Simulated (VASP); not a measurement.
# AlFe (Pm-3m) in VASP: further runs

The runs below take AlFe through single point, with PBEsol.

Everything below comes from runs of VASP 6.6.1. Logs are shortened: lines on timing, memory, paths and dates and some standing lists are left out, and cuts for length are marked.

### 1 The cell of the first run

Symmetry: Pm-3m, No. 221, cubic system. Conventional cell: a = 2.726 Å, b = 2.726 Å, c = 2.726 Å, α = 90.00°, β = 90.00°, γ = 90.00°. Within 3.1 Å of Al (site symmetry m-3m) lie 8 Fe at 2.36 Å and 6 Al at 2.73 Å. Fe (site symmetry m-3m) has 8 Al at 2.36 Å and 6 Fe at 2.73 Å within 3.1 Å.

### 2 Single point, PBEsol, collinear spin, ferromagnetic start (10.13 Å³/atom)

INCAR reads:

```
SYSTEM = AlFe
  ALGO = Normal
  EDIFF = 1E-7
  ENCUT = 520
  GGA = PS
  ISIF = 2
  ISMEAR = 0
  ISPIN = 2
  LASPH = .True.
  LCHARG = .True.
  LELF = .True.
  LMAXMIX = 4
  LORBIT = 11
  LREAL = .False.
  LVHAR = .True.
  LWAVE = .False.
  MAGMOM = 0 0.75
  NBANDS = 16
  NELM = 150
  PREC = Accurate
  SIGMA = 0.1
```

KPOINTS reads:

```
k-points
0
Gamma
  14 14 14
  0 0 0
```

POSCAR reads:

```
AlFe
1.0
    2.7263257006      0.0000000000      0.0000000000
    0.0000000000      2.7263257006      0.0000000000
    0.0000000000      0.0000000000      2.7263257006
Al Fe
1 1
Direct
    0.0000000000      0.0000000000      0.0000000000
    0.5000000000      0.5000000000      0.5000000000
```

Potentials or basis: VASP PAW PBE potentials, release 64 (Al, Fe).

The run is started by

```
$ cat potpaw_PBE.64/Al/POTCAR potpaw_PBE.64/Fe/POTCAR > POTCAR
$ mpirun -np 1 vasp_std > vasp.out
```

OUTCAR:

```text
SYSTEM = AlFe
   EDIFF = 1E-7
   ENCUT = 520
   GGA = PS
   ISIF = 2
   ISMEAR = 0
   ISPIN = 2
   LASPH = .True.
   LORBIT = 11
   LREAL = .False.
   NELM = 150
   PREC = Accurate

 ion  position               nearest neighbor table
   1  0.000  0.000  0.000-   2 2.36   2 2.36   2 2.36   2 2.36   2 2.36   2 2.36   2 2.36   2 2.36

   2  0.500  0.500  0.500-   1 2.36   1 2.36   1 2.36   1 2.36   1 2.36   1 2.36   1 2.36   1 2.36

  LATTYP: Found a simple cubic cell.
 ALAT       =     2.7263257006

  Lattice vectors:

 A1 = (   2.7263257006,   0.0000000000,   0.0000000000)
 A2 = (   0.0000000000,   2.7263257006,   0.0000000000)
 A3 = (   0.0000000000,   0.0000000000,   2.7263257006)

Analysis of symmetry for initial positions (statically):
=====================================================================
 Subroutine PRICEL returns:
 Original cell was already a primitive cell.

 Routine SETGRP: Setting up the symmetry group for a
 simple cubic supercell.

 Subroutine GETGRP returns: Found 48 space group operations
 (whereof 48 operations were pure point group operations)
 out of a pool of 48 trial point group operations.

The static configuration has the point symmetry O_h .

Analysis of symmetry for dynamics (positions and initial velocities):
=====================================================================
 Subroutine PRICEL returns:
 Original cell was already a primitive cell.

 Routine SETGRP: Setting up the symmetry group for a
 simple cubic supercell.

 Subroutine GETGRP returns: Found 48 space group operations
 (whereof 48 operations were pure point group operations)
 out of a pool of 48 trial point group operations.

The dynamic configuration has the point symmetry O_h .

Analysis of structural, dynamic, and magnetic symmetry:
=====================================================================
 Subroutine PRICEL returns:
 Original cell was already a primitive cell.

 Routine SETGRP: Setting up the symmetry group for a
 simple cubic supercell.

 Subroutine GETGRP returns: Found 48 space group operations
 (whereof 48 operations were pure point group operations)
 out of a pool of 48 trial point group operations.

The overall configuration has the point symmetry O_h .

 Subroutine INISYM returns: Found 48 space group operations
 (whereof 48 operations are pure point group operations),
 and found     1 'primitive' translations

----------------------------------------------------------------------------------------

                                     Primitive cell

  volume of cell :      20.2644

  direct lattice vectors                    reciprocal lattice vectors
     2.726325701  0.000000000  0.000000000     0.366794033  0.000000000  0.000000000
     0.000000000  2.726325701  0.000000000     0.000000000  0.366794033  0.000000000
     0.000000000  0.000000000  2.726325701     0.000000000  0.000000000  0.366794033

  length of vectors
     2.726325701  2.726325701  2.726325701     0.366794033  0.366794033  0.366794033

  position of ions in fractional coordinates (direct lattice)
     0.000000000  0.000000000  0.000000000
     0.500000000  0.500000000  0.500000000

  ion indices of the primitive-cell ions
   primitive index   ion index
                 1           1
                 2           2

----------------------------------------------------------------------------------------

 KPOINTS: k-points

Automatic generation of k-mesh.
 Grid dimensions read from file:
 generate k-points for:   14   14   14

 Generating k-lattice:

  Cartesian coordinates                     Fractional coordinates (reciprocal lattice)
     0.026199574  0.000000000  0.000000000     0.071428571  0.000000000  0.000000000
     0.000000000  0.026199574  0.000000000     0.000000000  0.071428571  0.000000000
     0.000000000  0.000000000  0.026199574     0.000000000  0.000000000  0.071428571

  Length of vectors
     0.026199574  0.026199574  0.026199574

  Shift w.r.t. Gamma in fractional coordinates (k-lattice)
     0.000000000  0.000000000  0.000000000

 Subroutine IBZKPT returns following result:
 ===========================================

 Found    120 irreducible k-points:

 Following reciprocal coordinates:
            Coordinates               Weight
  0.000000  0.000000  0.000000      1.000000
  0.071429  0.000000  0.000000      6.000000
  0.142857  0.000000  0.000000      6.000000
  0.214286  0.000000  0.000000      6.000000
  0.285714  0.000000  0.000000      6.000000
  0.357143  0.000000  0.000000      6.000000
[... 16 lines left out ...]
  0.285714  0.214286  0.000000     24.000000
  0.357143  0.214286  0.000000     24.000000
 [... further k-points ...]
   k-points           NKPTS =    120   k-points in BZ     NKDIM =    120   number of bands    NBANDS=     16
   number of dos      NEDOS =    301   number of ions     NIONS =      2
   total plane-waves  NPLWV =   8000
   dimension x,y,z NGX =    20 NGY =   20 NGZ =   20
   dimension x,y,z NGXF=    40 NGYF=   40 NGZF=   40
   ions per type =               1   1
   NGX,Y,Z   is equivalent  to a cutoff of  12.20, 12.20, 12.20 a.u.
   NGXF,Y,Z  is equivalent  to a cutoff of  24.39, 24.39, 24.39 a.u.
 SYSTEM =  AlFe
   PREC   = accura    normal or accurate (medium, high low for compatibility)
   ISTART =      0    job   : 0-new  1-cont  2-samecut
   ICHARG =      2    charge: 1-file 2-atom 10-const
   ISPIN  =      2    spin polarized calculation?
   LNONCOLLINEAR =      F non collinear calculations
   LSORBIT =      F    spin-orbit coupling
   LASPH  =      T    aspherical Exc in radial PAW
   ENCUT  =  520.0 eV  38.22 Ry    6.18 a.u.   5.07  5.07  5.07*2*pi/ulx,y,z
   NELM   =    150;   NELMIN=  2; NELMDL= -5     # of ELM steps
   EDIFF  = 0.1E-06   stopping-criterion for ELM
   LREAL  =      F    real-space projection
   EDIFFG = 0.1E-05   stopping-criterion for IOM
   NSW    =      0    number of steps for IOM
   IBRION =     -1    ionic relax: 0-MD 1-quasi-New 2-CG
   NFREE  =      0    steps in history (QN), initial steepest desc. (CG)
   ISIF   =      2    stress and relaxation
   ISYM   =      2    0-nonsym 1-usesym 2-fastsym
   POTIM  = 0.5000    time-step for ionic-motion
   TEBEG  =    0.0;   TEEND  =   0.0 temperature during run
   PSTRESS=    0.0 pullay stress
   NELECT =      11.0000    total number of electrons
   NUPDOWN=      -1.0000    fix difference up-down
   EMIN   =  10.00;   EMAX   =-10.00  energy-range for DOS
   EFERMI =   0.00;   METHOD = LEGACY
   ISMEAR =     0;   SIGMA  =   0.10  broadening in eV -4-tet -1-fermi 0-gaus
   EFERMI_NEDOS =   21; number of points for ismear=-14 and -15
   IALGO  =     38    algorithm
   IMIX   =      4    mixing-type and parameters
     AMIX     =   0.40;   BMIX     =  1.00
     AMIX_MAG =   1.60;   BMIX_MAG =  1.00
  volume/ion in A,a.u.               =      10.13        68.38
  Fermi-wavevector in a.u.,A,eV,Ry     =   1.335451  2.523637 24.265033  1.783430
  Thomas-Fermi vector in A             =   2.464154
   LORBIT       =     11    0 simple, 1 ext, 2 COOP (PROOUT), +10 PAW based schemes
   GGA     = PS    functional components
   LHFCALC =     F    Hartree Fock is set to
   AEXX    =    0.0000 exact exchange contribution
   IVDW    =     0    specifies the selected vdW correction
   LEPSILON=     F    determine dielectric tensor
   LRPA    =     F    only Hartree local field effects (RPA)
 spin polarized calculation
 Gauss-broadening in eV      SIGMA  =   0.10
  energy-cutoff  :      520.00
  volume of cell :       20.26
 maximum number of plane-waves:       557
   NGX = 11   NGY = 11   NGZ = 11

 number of electron      10.9999990 magnetization       0.5817258

 Free energy of the ion-electron system (eV)
  ---------------------------------------------------
  ext. energy  EPLUGINS =         0.00000000
  ---------------------------------------------------
  free energy    TOTEN  =       -13.48483298 eV

  energy without entropy =      -13.47524394  energy(sigma->0) =      -13.48003846

 E-fermi :   9.5861     XC(G=0): -13.0395

 val. band max:        9.5843948519   @ k =   0.5000   0.0000   0.0000
 cond. band min:       9.5902843706   @ k =   0.2857   0.2143   0.0714
 fundamental gap:      0.0058895187
 Fermi energy:         9.5861208072

 spin component 1

 k-point     1 :       0.0000    0.0000    0.0000
  band No.  band energies     occupation
      1      -1.6802      1.00000
      2       6.5539      1.00000
      3       6.5539      1.00000
      4       9.4230      0.98948
      5       9.4230      0.98948
      6       9.4230      0.98948
[... 8 lines left out ...]
     15      33.5639      0.00000
     16      35.1521      0.00000

 k-point     2 :       0.0714    0.0000    0.0000
  band No.  band energies     occupation
      1      -1.5724      1.00000
      2       6.5528      1.00000
      3       6.5899      1.00000
      4       9.3510      0.99956
      5       9.3510      0.99956
      6       9.4308      0.98596
[... 8 lines left out ...]
     15      33.5437      0.00000
     16      34.0377      0.00000

 k-point     3 :       0.1429    0.0000    0.0000
  band No.  band energies     occupation
      1      -1.2516      1.00000
      2       6.5200      1.00000
      3       6.6926      1.00000
      4       9.1595      1.00000
      5       9.1595      1.00000
      6       9.4529      0.97018
[... 8 lines left out ...]
     15      32.3775      0.00000
     16      33.4868      0.00000
[... 362 lines left out ...]
 k-point    23 :       0.2857    0.2143    0.0000
  band No.  band energies     occupation
      1       0.8609      1.00000
      2       6.3203      1.00000
      3       6.9765      1.00000
      4       8.1794      1.00000
      5       8.7198      1.00000
      6       9.0459      1.00000
[... 8 lines left out ...]
     15      30.4542      0.00000
     16      33.1205      0.00000

 k-point    24 :       0.3571    0.2143    0.0000
  band No.  band energies     occupation
      1       1.6902      1.00000
      2       5.6273      1.00000
      3       7.2317      1.00000
      4       8.0941      1.00000
      5       8.5153      1.00000
      6       9.0795      1.00000
[... 8 lines left out ...]
     15      30.1021      0.00000
     16      33.6084      0.00000

 [... further k-points ...]

 spin component 2

 k-point     1 :       0.0000    0.0000    0.0000
  band No.  band energies     occupation
      1      -1.6429      1.00000
      2       6.8458      1.00000
      3       6.8458      1.00000
      4      10.0914      0.00000
      5      10.0914      0.00000
      6      10.0914      0.00000
[... 8 lines left out ...]
     15      33.6359      0.00000
     16      35.1712      0.00000

 k-point     2 :       0.0714    0.0000    0.0000
  band No.  band energies     occupation
      1      -1.5351      1.00000
      2       6.8391      1.00000
      3       6.8838      1.00000
      4      10.0120      0.00000
      5      10.0120      0.00000
      6      10.0999      0.00000
[... 8 lines left out ...]
     15      33.6129      0.00000
     16      34.0768      0.00000

 k-point     3 :       0.1429    0.0000    0.0000
  band No.  band energies     occupation
      1      -1.2144      1.00000
      2       6.7870      1.00000
      3       6.9925      1.00000
      4       9.8022      0.00112
      5       9.8022      0.00112
      6      10.1236      0.00000
[... 8 lines left out ...]
     15      32.4404      0.00000
     16      33.5481      0.00000
[... 362 lines left out ...]
 k-point    23 :       0.2857    0.2143    0.0000
  band No.  band energies     occupation
      1       0.9021      1.00000
      2       6.5481      1.00000
      3       7.2458      1.00000
      4       8.6627      1.00000
      5       9.3293      0.99986
      6       9.6850      0.08097
[... 8 lines left out ...]
     15      30.5062      0.00000
     16      33.1533      0.00000

 k-point    24 :       0.3571    0.2143    0.0000
  band No.  band energies     occupation
      1       1.7364      1.00000
      2       5.7954      1.00000
      3       7.5275      1.00000
      4       8.5444      1.00000
      5       9.1136      1.00000
      6       9.7208      0.02844
[... 8 lines left out ...]
     15      30.1466      0.00000
     16      33.6260      0.00000

 [... further k-points ...]
[... 5 lines left out ...]
  --------------------------------------------------------------------------------------
  -------------------------------------------------------------------------------------
  Total        4.0757370      4.0757370      4.0757370      0.0000000      0.0000000     -0.0000000
  in kB      322.2430249    322.2430249    322.2430249      0.0000000      0.0000000     -0.0000000
  external PRESSURE =     322.2430249 kB  Pullay stress =       0.0000000 kB

 VOLUME and BASIS-vectors are now :
 -----------------------------------------------------------------------------
  energy-cutoff  :      520.00
  volume of cell :       20.26
      direct lattice vectors                 reciprocal lattice vectors
     2.726325701  0.000000000  0.000000000     0.366794033  0.000000000  0.000000000
     0.000000000  2.726325701  0.000000000     0.000000000  0.366794033  0.000000000
     0.000000000  0.000000000  2.726325701     0.000000000  0.000000000  0.366794033

 POSITION                                       TOTAL-FORCE (eV/Angst)
 -----------------------------------------------------------------------------------
      0.00000      0.00000      0.00000         0.000000      0.000000      0.000000
      1.36316      1.36316      1.36316         0.000000      0.000000      0.000000
 -----------------------------------------------------------------------------------
    total drift:                               -0.000000      0.000000     -0.000000

  FREE ENERGIE OF THE ION-ELECTRON SYSTEM (eV)
  ---------------------------------------------------
  free  energy   TOTEN  =       -13.4848329768 eV

  energy  without entropy=      -13.4752439409  energy(sigma->0) =      -13.48003846

 total charge

# of ion       s       p       d       tot
------------------------------------------
    1        0.426   0.516   0.000   0.942
    2        0.503   0.640   6.663   7.806
--------------------------------------------------
tot          0.929   1.156   6.663   8.749

 magnetization (x)

# of ion       s       p       d       tot
------------------------------------------
    1       -0.005  -0.011   0.000  -0.016
    2       -0.000   0.008   0.590   0.598
--------------------------------------------------
tot         -0.006  -0.002   0.590   0.582
```

Wall time 37 s (1 thread of Intel Xeon 6975P-C (Granite Rapids), shared host); peak memory 0.17 GiB.

Results:

```
Free energy                                           : -13.4848 eV
Pressure                                              : 32.2 GPa
Net moment                                            : 0.58 μB per cell
Site moments                                          : Al -0.02; Fe +0.60 μB
Valence electrons inside the program's atomic spheres : Al 0.94; Fe 7.81
```

Caveat: the cell stands under pressure; the PAW data sets were made with another functional, which shifts forces and pressure a little.

### 3 Single point, PBEsol, collinear spin, ferromagnetic start (10.48 Å³/atom)

This run uses another cell than the first one, of 10.48 Å³/atom.

INCAR reads:

```
PREC     = Accurate       # precision mode
ENCUT    = 520            # plane-wave cutoff, eV
EDIFF    = 1E-6           # SCF threshold, eV
ISMEAR   = 0              # smearing method
SIGMA    = 0.1            # smearing width, eV
LREAL    = F              # projectors in reciprocal space
LASPH    = T              # aspherical terms in the spheres
NELM     = 150            # most SCF steps
ALGO     = Fast           # electronic algorithm
ISIF     = 2              # what is computed and relaxed
LWAVE    = F              # write WAVECAR
LCHARG   = T              # write CHGCAR
ISPIN    = 2              # spin polarisation
MAGMOM   = 0 0.75         # initial moments
LORBIT   = 11             # projections on sites
LMAXMIX  = 4              # l up to which the mixer works
GGA      = PS             # functional
LELF     = T              # ELF
LVHAR    = T            
NBANDS   = 16             # bands
```

KPOINTS reads:

```
Automatic mesh
0
Gamma
  14 14 14
```

POSCAR reads:

```
AlFe
1.0
    2.7569611379      0.0000000000      0.0000000000
    0.0000000000      2.7569611379      0.0000000000
    0.0000000000      0.0000000000      2.7569611379
Al Fe
1 1
Direct
    0.0000000000      0.0000000000      0.0000000000
    0.5000000000      0.5000000000      0.5000000000
```

Potentials or basis: VASP PAW PBE potentials, release 64 (Al, Fe).

The run is started by

```
$ cat potpaw_PBE.64/Al/POTCAR potpaw_PBE.64/Fe/POTCAR > POTCAR
$ mpirun -np 1 vasp_std > vasp.out
```

It took 36 s on 1 thread of Intel Xeon 6975P-C (Granite Rapids), shared host; peak memory 0.19 GiB.

Results (log left out):

| Item | Value |
| --- | --- |
| Free energy | -13.6017 eV |
| Pressure | 22.3 GPa |
| Net moment | 0.61 μB per cell |
| Site moments | Al -0.02; Fe +0.63 μB |
| Valence electrons inside the program's atomic spheres | Al 0.92; Fe 7.72 |

Levels at points of the mesh, in eV from the Fermi level:
Spin up:
```csv
k point,band 3,band 4,band 5,band 6,band 7,band 8,band 9,band 10
"(0.00, 0.00, 0.00)",-2.92,-0.21,-0.21,-0.21,7.20,7.20,7.20,10.07
"(0.50, 0.00, 0.00)",-2.15,-1.34,-1.34,-0.05,1.27,9.01,11.94,11.94
"(0.50, 0.50, 0.00)",-2.17,-2.17,-1.10,-1.10,0.70,3.91,5.14,14.46
"(0.50, 0.50, 0.50)",-4.02,0.75,0.75,3.18,3.18,3.18,5.62,6.93
```
Spin down:
```csv
k point,band 3,band 4,band 5,band 6,band 7,band 8
"(0.00, 0.00, 0.00)",-2.60,0.50,0.50,0.50,7.26,7.26
"(0.50, 0.00, 0.00)",-1.78,-0.73,-0.73,0.66,1.70,8.95
"(0.50, 0.50, 0.00)",-2.15,-2.15,-0.46,-0.46,1.17,4.21
"(0.50, 0.50, 0.50)",-3.66,1.23,1.23,3.26,3.26,3.26
```

Caveat: the cell stands under pressure; the PAW data sets were made with another functional, which shifts forces and pressure a little.

### 4 Single point, PBEsol, collinear spin, ferromagnetic start (10.82 Å³/atom)

This run uses another cell than the first one, of 10.82 Å³/atom.

INCAR reads:

```
PREC = Accurate ; ENCUT = 520
EDIFF = 1E-7 ; ISMEAR = 0
SIGMA = 0.1 ; LREAL = False
LASPH = True ; NELM = 150
ALGO = Fast ; ISIF = 2
LWAVE = False ; LCHARG = False
ISPIN = 2 ; MAGMOM = 0 0.75
LORBIT = 11 ; LMAXMIX = 4
GGA = PS ; NBANDS = 16
```

KPOINTS reads:

```
regular mesh
0
Gamma
  14 14 14
```

POSCAR reads:

```
AlFe
1.0
    2.7869304547      0.0000000000      0.0000000000
    0.0000000000      2.7869304547      0.0000000000
    0.0000000000      0.0000000000      2.7869304547
Al Fe
1 1
Direct
    0.0000000000      0.0000000000      0.0000000000
    0.5000000000      0.5000000000      0.5000000000
```

The run is started by

```
$ cat potpaw_PBE.64/Al/POTCAR potpaw_PBE.64/Fe/POTCAR > POTCAR
$ mpirun -np 1 vasp_std > vasp.out
```

Run time: 37 s. Hardware: 1 thread of Intel Xeon 6975P-C (Granite Rapids), shared host; peak memory 0.19 GiB.

It converged, with:

```
Free energy                                           : -13.6788 eV
Pressure                                              : 13.7 GPa
Net moment                                            : 0.63 μB per cell
Site moments                                          : Al -0.02; Fe +0.65 μB
Valence electrons inside the program's atomic spheres : Al 0.89; Fe 7.64
```

Levels at points of the mesh, in eV from the Fermi level:
Spin up:
| k point | band 4 | band 5 | band 6 | band 7 | band 8 | band 9 |
| --- | --- | --- | --- | --- | --- | --- |
| (0.00, 0.00, 0.00) | -0.24 | -0.24 | -0.24 | 6.97 | 6.97 | 6.97 |
| (0.50, 0.00, 0.00) | -1.32 | -1.32 | -0.10 | 1.16 | 8.94 | 11.70 |
| (0.50, 0.50, 0.00) | -2.16 | -1.09 | -1.09 | 0.63 | 3.72 | 4.85 |
| (0.50, 0.50, 0.50) | 0.68 | 0.68 | 3.11 | 3.11 | 3.11 | 5.27 |
Spin down:
```tsv
k point	band 1	band 2	band 3	band 4	band 5	band 6	band 7	band 8	band 9	band 10
(0.00, 0.00, 0.00)	-10.88	-2.48	-2.48	0.48	0.48	0.48	7.02	7.02	7.02	9.96
(0.50, 0.00, 0.00)	-6.38	-6.28	-1.70	-0.70	-0.70	0.64	1.61	8.87	11.79	11.79
(0.50, 0.50, 0.00)	-4.98	-2.50	-2.14	-2.14	-0.43	-0.43	1.12	4.03	5.33	14.00
(0.50, 0.50, 0.50)	-3.54	-3.54	-3.54	1.17	1.17	3.19	3.19	3.19	5.23	7.04
```

Caveat: the cell stands under pressure; the PAW data sets were made with another functional, which shifts forces and pressure a little.

(Continued in part 2 of 2.)
